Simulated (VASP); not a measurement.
# LiBr: single point with PBE

The system is LiBr.

```
CELL_PARAMETERS angstrom
-0.02058 2.74450 2.74450
2.74450 -0.02058 2.74450
2.72392 2.72392 0.00000
ATOMIC_POSITIONS crystal
Li 0.00000 0.00000 0.00000
Br 0.50000 0.50000 0.50000
```

This cell differs from its parent crystal: xy shear strain of -1.5 %.

```json
{"Program": "VASP 6.6.1", "Task": "single point", "Functional": "PBE", "Potentials or basis": "VASP PAW PBE potentials, release 64 (Li_sv, Br)", "Cutoff": "750 eV", "k mesh": "8 × 8 × 8", "Occupations": "fermi-dirac, width 0.03 eV", "Spin": "no spin polarisation"}
```

| Item | Value |
| --- | --- |
| Pressure | 0.3 GPa |
| Band gap on the k mesh | 4.92 eV, direct |

Stress tensor (GPa, compression positive):
```
0.27 0.29 0.00
0.29 0.27 0.00
0.00 0.00 0.26
```

Levels at points of the mesh, in eV from the valence-band top:
| k point | band 1 | band 2 | band 3 | band 4 | band 5 | band 6 | band 7 | band 8 | band 9 | band 10 |
| --- | --- | --- | --- | --- | --- | --- | --- | --- | --- | --- |
| (0.00, 0.00, 0.00) | -44.44 | -13.50 | -0.09 | -0.05 | 0.00 | 4.92 | 10.34 | 10.46 | 10.58 | 12.21 |
| (0.50, 0.00, 0.00) | -44.43 | -13.03 | -2.96 | -0.31 | -0.27 | 5.61 | 8.06 | 8.15 | 11.73 | 14.04 |
| (0.50, 0.50, 0.00) | -44.43 | -12.83 | -2.96 | -1.26 | -1.13 | 6.20 | 7.06 | 11.63 | 12.42 | 12.45 |
| (0.00, 0.00, 0.50) | -44.43 | -13.01 | -2.95 | -0.35 | -0.32 | 5.55 | 7.97 | 8.06 | 11.81 | 13.99 |
| (0.50, 0.00, 0.50) | -44.43 | -12.83 | -2.96 | -1.20 | -1.20 | 6.21 | 7.06 | 11.62 | 12.43 | 12.44 |

Wall time 26 s on 1 thread of Intel(R) Xeon(R) 6975P-C (Granite Rapids), on a shared host, peak memory 0.24 GiB.

Caveat: the cell differs from its parent crystal (xy shear strain of -1.5 %).
